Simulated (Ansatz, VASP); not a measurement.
**One calculation of TaN, two programs**

```xyz
6
Lattice="5.2193 0.0000 0.0000 -2.6097 4.5201 0.0000 0.0000 0.0000 2.9273" Properties=species:S:1:pos:R:3 pbc="T T T"
Ta    0.0000    0.0000    0.0000
Ta    0.0000    3.0134    1.4636
Ta    2.6097    1.5067    1.4636
N     2.6097    0.0000    0.0000
N     1.3048    2.2600    0.0000
N    -1.3048    2.2600    0.0000
```

Change from the starting cell: volume scaled by 1.02.

Alike in both runs: task single point; functional LDA; k mesh 5 × 5 × 8; occupations fermi-dirac, width 0.03 eV; no spin polarisation.

|  | VASP | Ansatz |
| --- | --- | --- |
| version | VASP 6.6.1 | Ansatz 0.2.0 |
| potentials or method | VASP PAW LDA potentials, release 64 (Ta_pv, N), cutoff 520 eV | all-electron LAPW, scalar-relativistic |

VASP gave:

| Quantity | Value |
| --- | --- |
| pressure (GPa) | -9.2 |
| traceless stress, the component that is largest in VASP (GPa) | -2.80 |

**Question.** What did Ansatz give for the same quantities?

**Answer.** Pressure (GPa): -10.7; traceless stress, the component that is largest in VASP (GPa): -3.19.

LDA's correlation is that of Perdew and Zunger in VASP and of Perdew and Wang (1992) in Ansatz. Ansatz ran all-electron here, and VASP with PAW potentials.

Spin-orbit coupling is off throughout.
